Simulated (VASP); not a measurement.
## Ge: single point with PBE

Ge:

```
Ge
1.0
     4.09333    0.00000    0.00000
    -2.04667    3.54493    0.00000
     0.00000    0.00000   13.15801
Ge
8
Cartesian
  0.0000 0.0000 5.3893
  0.0000 0.0000 7.7687
  0.0000 0.0000 11.9684
  0.0000 0.0000 1.1897
  0.0000 2.3633 4.5290
  2.0467 1.1816 8.6290
  2.0467 1.1816 11.1080
  0.0000 2.3633 2.0500
```

This isn't the form of Ge at room conditions, which is diamond.

This cell differs from its parent crystal: atoms shifted along a free coordinate, c/a of the conventional cell at fixed volume 3.2145.

```yaml
Program: VASP 6.6.1
Task: single point
Functional: PBE
Potentials_or_basis: VASP PAW PBE potentials, release 64 (Ge_d)
Cutoff: 520 eV
k_mesh: 15 × 15 × 4
Occupations: gaussian, width 0.15 eV
Spin: no spin polarisation
```

```
Pressure               : 0.2 GPa
Largest force          : 0.953 eV/Å
Band gap on the k mesh : zero (bands 56 and 57 overlap by 0.03 eV)
```

Forces on the atoms (eV/Å):
```
Ge   0.000  0.000 -0.953
Ge   0.000  0.000  0.953
Ge   0.000  0.000 -0.953
Ge   0.000  0.000  0.953
Ge   0.000  0.000  0.314
Ge   0.000  0.000 -0.314
Ge   0.000  0.000  0.314
Ge   0.000  0.000 -0.314
```

Stress tensor (GPa, compression positive):
```
-1.49  0.00  0.00
 0.00 -1.49  0.00
 0.00  0.00  3.72
```

Levels at points of the mesh, in eV from the Fermi level:
```csv
k point,band 52,band 53,band 54,band 55,band 56,band 57,band 58,band 59,band 60,band 61
"(0.00, 0.00, 0.00)",-0.91,-0.91,-0.48,-0.31,-0.21,0.07,0.07,0.31,0.59,2.17
"(0.00, 0.00, 0.50)",-1.37,-0.31,-0.31,-0.31,-0.31,-0.04,-0.04,0.85,0.85,2.61
```

Wall time 16 min on 1 thread of Oxide Virtual Turin-like Processor, on a shared host, peak memory 0.7 GiB.

Caveat: semilocal functionals underestimate gaps, so a narrow gap can read as zero.
